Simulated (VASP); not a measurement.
Crystal: BaZn.

```
Ba Zn
1.0
     4.07851    0.00000    0.00000
     0.00000    4.07851    0.00000
     0.00000    0.00000    4.07851
Ba Zn
1 1
Direct
  0.00000 0.00000 0.00000
  0.50000 0.50000 0.50000
```

```yaml
Program: VASP 6.6.1
Task: relaxation of cell and atoms
Functional: LDA
Potentials_or_basis: VASP PAW LDA potentials, release 64 (Ba_sv, Zn)
Cutoff: 600 eV
k_mesh: 7 × 7 × 7, shifted
Occupations: fermi-dirac, width 0.1 eV
Spin: no spin polarisation
```

At the start: pressure -2.3 GPa; volume 33.92 Å³/atom.

Problem. How do energy, volume and symmetry change on relaxing?

Solution. Over 3 steps the energy falls by 23.5 meV/atom and the volume is 30.75 Å³/atom (-9.4 %); space group Pm-3m (No. 221, to 0.1 Å) before and after.

Step by step:
| step | energy change (eV) | largest force (eV/Å) | pressure (GPa) | volume (Å³) |
| --- | --- | --- | --- | --- |
| 1 | 0.0000 | 0.0000 | -2.28 | 67.84 |
| 2 | -0.0433 | 0.0000 | -0.70 | 63.22 |
| 3 | -0.0470 | 0.0000 | 0.02 | 61.49 |

Final structure:
```
Ba Zn
1.0
     3.94703    0.00000    0.00000
     0.00000    3.94703    0.00000
     0.00000    0.00000    3.94703
Ba Zn
1 1
Cartesian
  0.0000 0.0000 0.0000
  1.9735 1.9735 1.9735
```
